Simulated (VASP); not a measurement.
Set up this calculation in VASP 6.6.1, as the native input.

| Property | Result |
| --- | --- |
| Task | single point |
| Functional | PBEsol |
| Potentials or basis | VASP PAW PBE potentials, release 64 (Pb_d, Te) |
| Cutoff | 520 eV |
| k mesh | 8 × 8 × 8 |
| Occupations | gaussian, width 0.05 eV |
| Spin | no spin polarisation |
| Dipole correction | no |
| Further INCAR settings | ALGO = Normal; EDIFF = 1e-07; NBANDS = 20 |

The structure of Te2Pb lies in POSCAR:

```
Te2Pb
1.0
    0.0000000000      3.7570908783      3.7570908783
    3.7570908783      0.0000000000      3.7570908783
    3.7570908783      3.7570908783      0.0000000000
Pb Te
1 2
Direct
    0.0000000000      0.0000000000      0.0000000000
    0.2500000000      0.2500000000      0.2500000000
    0.7500000000      0.7500000000      0.7500000000
```

This cell differs from its parent crystal: volume scaled by 1.020.

These files were run (other wordings do the same):

INCAR

```
SYSTEM = Te2Pb
ALGO = Normal
EDIFF = 1E-7
ENCUT = 520
GGA = PS
ISIF = 2
ISMEAR = 0
LASPH = .True.
LCHARG = .True.
LELF = .True.
LREAL = .False.
LVHAR = .True.
LWAVE = .False.
NBANDS = 20
NELM = 100
PREC = Accurate
SIGMA = 0.05
```

KPOINTS

```
k-points
0
Gamma
  8 8 8
  0 0 0
```

Potentials or basis: VASP PAW PBE potentials, release 64 (Pb_d, Te).

Launch:

```sh
$ cat potpaw_PBE.64/Pb_d/POTCAR potpaw_PBE.64/Te/POTCAR > POTCAR
$ mpirun -np 1 vasp_std > vasp.out
```

It gave:

```
Pressure               : -0.8 GPa
Band gap on the k mesh : zero (band 13 reaches 5.72 eV, above the bottom of band 14 at 3.73 eV)
```

Caveat: the PAW data sets were made with another functional, which shifts forces and pressure a little; spin-orbit coupling is left out, which moves the levels of the heavy elements.

Run time: 52 s on 1 thread of Intel(R) Xeon(R) Platinum 8259CL CPU @ 2.50GHz (Skylake/Cascade Lake) (shared host), peak memory 0.26 GiB.
